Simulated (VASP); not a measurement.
A run of VASP 6.6.1 is set up as follows.

File INCAR:

```
SYSTEM = C
PREC = Accurate
ENCUT = 520
EDIFF = 1E-6
ISMEAR = 0
SIGMA = 0.05
LREAL = .False.
LASPH = .True.
NELM = 80
ALGO = Normal
ISIF = 2
LWAVE = .False.
LCHARG = .True.
GGA = PE
LELF = .True.
LVHAR = .True.
NBANDS = 36
```

Contents of KPOINTS:

```
Automatic mesh
0
Gamma
  12 12 2
  0 0 0
```

Contents of POSCAR:

```
C
1.0
    2.5647000000      0.0000000000      0.0000000000
   -1.2823500000      2.2210953531      0.0000000000
    0.0000000000      0.0000000000     12.8952000000
C
12
Direct
    0.0000000000      0.0000000000      0.1868593266
    0.0000000000      0.0000000000      0.6868593266
    0.0000000000      0.0000000000      0.3131406734
    0.0000000000      0.0000000000      0.8131406734
    0.3333333333      0.6666666667      0.5207665411
    0.6666666667      0.3333333333      0.0207665411
    0.3333333333      0.6666666667      0.9792334589
    0.6666666667      0.3333333333      0.4792334589
    0.3333333333      0.6666666667      0.6450950823
    0.6666666667      0.3333333333      0.1450950823
    0.3333333333      0.6666666667      0.8549049177
    0.6666666667      0.3333333333      0.3549049177
```

Potentials or basis: VASP PAW PBE potentials, release 64 (C).

The run is started by

```bash
$ cat potpaw_PBE.64/C/POTCAR > POTCAR
$ mpirun -np 1 vasp_std > vasp.out
```

Problem. Estimate the band gap on the k mesh.

Solution. 4.30 eV, indirect (least direct gap 4.88 eV).

Problem. Estimate the largest force.

Solution. 0.092 eV/Å.

Forces in eV/Å, atoms in the order of the input:
```
C    0.000  0.000 -0.092
C    0.000  0.000 -0.092
C    0.000  0.000  0.092
C    0.000  0.000  0.092
C    0.000  0.000 -0.039
C    0.000  0.000 -0.039
C    0.000  0.000  0.039
C    0.000  0.000  0.039
C    0.000  0.000  0.086
C    0.000  0.000  0.086
C    0.000  0.000 -0.086
C    0.000  0.000 -0.086
```

A k mesh can miss the band edges. PBE gaps usually lie below the measured ones, often by a third to a half.
